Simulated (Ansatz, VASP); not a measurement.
# One calculation of ZnS, two programs

```
Zn S
1.0
     0.00000    2.72115    2.72115
     2.72115    0.00000    2.72115
     2.72115    2.72115    0.00000
Zn S
1 1
Direct
  0.00000 0.00000 0.00000
  0.25000 0.25000 0.25000
```

Alike in both runs: task single point; functional PBE; k mesh 10 × 10 × 10; occupations gaussian, width 0.02 eV; no spin polarisation.

|  | VASP | Ansatz |
| --- | --- | --- |
| version | VASP 6.6.1 | Ansatz 0.2.0 |
| potentials or method | VASP PAW PBE potentials, release 64 (Zn, S), cutoff 520 eV | scalar-relativistic, plane waves, PAW |
| valence electrons in the cell | 18 | 18 |

Ansatz gave:

| Quantity | Value |
| --- | --- |
| gap on the k mesh at the Fermi level (eV) | 2.02 |
| pressure (GPa) | 0.0 |

Question: What did VASP give for the same quantities?

Answer: gap on the k mesh at the Fermi level (eV): 2.02; pressure (GPa): 0.2.
